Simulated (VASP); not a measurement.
A run of VASP 6.6.1:

INCAR

```
PREC = Accurate
ENCUT = 500
EDIFF = 1E-6
ISMEAR = -1
SIGMA = 0.02
LREAL = F
LASPH = T
NELM = 120
ALGO = Normal
ISIF = 2
LWAVE = F
LCHARG = F
GGA = PE
NBANDS = 15
GGA_COMPAT = F
```

The input KPOINTS:

```
regular mesh
0
Gamma
  6 6 6
```

The input POSCAR:

```
KI
1.0
    4.2038406198      0.0000000000      0.0000000000
    0.0000000000      4.2909468407      0.0000000000
    0.0000000000      0.0000000000      4.2909468407
K I
1 1
Direct
    0.0000000000      0.0000000000      0.0000000000
    0.5000000000      0.5000000000      0.5000000000
```

Potentials or basis: VASP PAW PBE potentials, release 64 (K_sv, I).

Run with:

```sh
$ cat potpaw_PBE.64/K_sv/POTCAR potpaw_PBE.64/I/POTCAR > POTCAR
$ mpirun -np 1 vasp_std > vasp.out
```

Hardware: 1 thread of Intel(R) Xeon(R) Platinum 8259CL CPU @ 2.50GHz (Skylake/Cascade Lake) (shared host).

How long does it take, and how much memory?

Wall time 23 s on 1 thread of Intel(R) Xeon(R) Platinum 8259CL CPU @ 2.50GHz (Skylake/Cascade Lake), on a shared host, peak memory 0.2 GiB. Counts: scf iterations 12, k points 40.
